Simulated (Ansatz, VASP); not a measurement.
# Two plane-wave programs on BeTe

Contents of INCAR:

```
SYSTEM = BeTe
PREC     = Accurate       ! precision mode
ENCUT    = 520            ! plane-wave cutoff, eV
EDIFF    = 1E-6           ! SCF threshold, eV
ISMEAR   = 1              ! smearing method
SIGMA    = 0.05           ! smearing width, eV
LREAL    = .FALSE.        ! projectors in reciprocal space
LASPH    = .TRUE.         ! aspherical terms in the spheres
NELM     = 60             ! most SCF steps
ALGO     = Normal         ! electronic algorithm
ISIF     = 2              ! what is computed and relaxed
LWAVE    = .FALSE.        ! write WAVECAR
LCHARG   = .FALSE.        ! write CHGCAR
GGA      = PE             ! functional
NBANDS   = 11             ! bands
```

Contents of KPOINTS:

```
regular mesh
0
G
  12 12 12
  0 0 0
```

POSCAR

```
BeTe
1.0
    0.0000000000      2.8324841938      2.8324841938
    2.8324841938      0.0000000000      2.8324841938
    2.8324841938      2.8324841938      0.0000000000
Be Te
1 1
Direct
    0.0000000000      0.0000000000      0.0000000000
    0.7500000000      0.7500000000      0.7500000000
```

Input for Ansatz:

```yaml
crystal:
  lattice:
    - [0.0, 2.8324841938, 2.8324841938]
    - [2.8324841938, 0.0, 2.8324841938]
    - [2.8324841938, 2.8324841938, 0.0]
  atoms:
    - { symbol: Be, position: [0.0, 0.0, 0.0] }
    - { symbol: Te, position: [0.75, 0.75, 0.75] }
basis:
  ecutwfc: 420
  ecutrho_ratio: 4
kpoints:
  mp_grid: { grid: [12, 12, 12] }
hamiltonian:
  xc: pbe
scf:
  occupations: { method: cold, width: 0.05 }
output:
  forces: true
  stress: true
```

Alike in both runs: task single point; functional PBE; k mesh 12 × 12 × 12; no spin polarisation.

```csv
,VASP,Ansatz
version,VASP 6.6.1,Ansatz 0.2.0
potentials or method,"VASP PAW PBE potentials, release 64 (Be, Te), cutoff 520 eV","scalar-relativistic, plane waves, PAW"
occupations,"methfessel-paxton of order 1, width 0.05 eV","cold, width 0.05 eV"
valence electrons in the cell,8,18
```

VASP gave:

- pressure (GPa): 0.1

Task: Which values does Ansatz return?

Result: Pressure (GPa): 0.0.

VASP's potentials hold 8 valence electrons a cell and Ansatz's 18, so a difference there can come from the potentials and not from the codes.

Neither program's run includes spin-orbit coupling.
